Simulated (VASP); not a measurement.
NaSc3:

```
Na Sc
1.0
     4.23504    0.00000    0.00000
     0.00000    4.23504    0.00000
     0.00000    0.00000    4.19151
Na Sc
1 3
Direct
  0.00000 0.00000 0.00000
  0.00000 0.50000 0.50000
  0.50000 0.00000 0.50000
  0.50000 0.50000 0.00000
```

* Program: VASP 6.6.1
* Task: relaxation of cell and atoms
* Functional: PBE
* Potentials or basis: VASP PAW PBE potentials, release 64 (Na_pv, Sc_sv)
* Cutoff: 500 eV
* k mesh: 4 × 4 × 4
* Occupations: gaussian, width 0.1 eV
* Spin: no spin polarisation

At the start: pressure 20.9 GPa; volume 18.79 Å³/atom.

How do energy, volume and symmetry change on relaxing?

Over 3 steps the energy falls by 366.3 meV/atom and the volume is 25.90 Å³/atom (+37.8 %); space group Pm-3m (No. 221, to 0.05 Å).

Step by step:
```
step  energy change (eV)  largest force (eV/Å)  pressure (GPa)  volume (Å³)
   1              0.0000                0.0000           20.87        75.18
   2             -1.4632                0.0000           -0.45       105.09
   3             -1.4650                0.0000            0.07       103.59
```

Final structure:
```
Na Sc
1.0
     4.71085    0.00000    0.00000
     0.00000    4.71085    0.00000
     0.00000    0.00000    4.66779
Na Sc
1 3
Direct
  0.00000 0.00000 0.00000
  0.00000 0.50000 0.50000
  0.50000 0.00000 0.50000
  0.50000 0.50000 0.00000
```

Caveat: the k points lie up to 0.34 Å⁻¹ apart in the final cell; the volume moved by over 15 % at a fixed basis, so the end points are rough.
